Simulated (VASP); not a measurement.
RbBr: single point with PBE

The system is RbBr.

```
Rb Br
1.0
    -0.04082    3.86950    3.86950
     3.86950   -0.04082    3.86950
     3.82867    3.82867    0.00000
Rb Br
1 1
Direct
  0.99759 0.99759 0.00241
  0.25241 0.25241 0.24759
```

This cell differs from its parent crystal: shear xy strain -2.1%.

| Property | Result |
| --- | --- |
| Program | VASP 6.6.1 |
| Task | single point |
| Functional | PBE |
| Potentials or basis | VASP PAW PBE potentials, release 64 (Rb_sv, Br) |
| Cutoff | 520 eV |
| k mesh | 6 × 6 × 6 |
| Occupations | fermi-dirac, width 0.02 eV |
| Spin | no spin polarisation |

* Pressure: 0.2 GPa
* Band gap on the k mesh: 4.06 eV (least direct gap 4.15 eV)

Levels at points of the mesh, in eV from the valence-band top:
```
           k point  band 4  band 5  band 6  band 7  band 8  band 9  band 10  band 11  band 12  band 13
(0.00, 0.00, 0.00)   -8.71   -8.71   -0.11   -0.10   -0.09    4.06     8.14     8.15     9.09     9.11
(0.50, 0.00, 0.00)   -8.72   -8.66   -0.32   -0.05   -0.04    6.25     6.44     7.73     7.87     9.12
(0.50, 0.50, 0.00)   -8.74   -8.62   -0.40   -0.02    0.00    5.91     6.72     8.41     8.94     9.01
(0.00, 0.00, 0.50)   -8.72   -8.67   -0.30   -0.06   -0.06    6.27     6.50     7.72     7.86     9.17
(0.50, 0.00, 0.50)   -8.74   -8.62   -0.40   -0.01   -0.01    5.91     6.72     8.41     8.92     9.03
```

Run time: 59 s on 1 thread of Oxide Virtual Turin-like Processor, on a shared host, peak memory 0.25 GiB.

Caveat: the cell differs from its parent crystal (shear xy strain -2.1%); the structure was generated, so it needn't be the stable form of RbBr. A k mesh can miss the band edges.
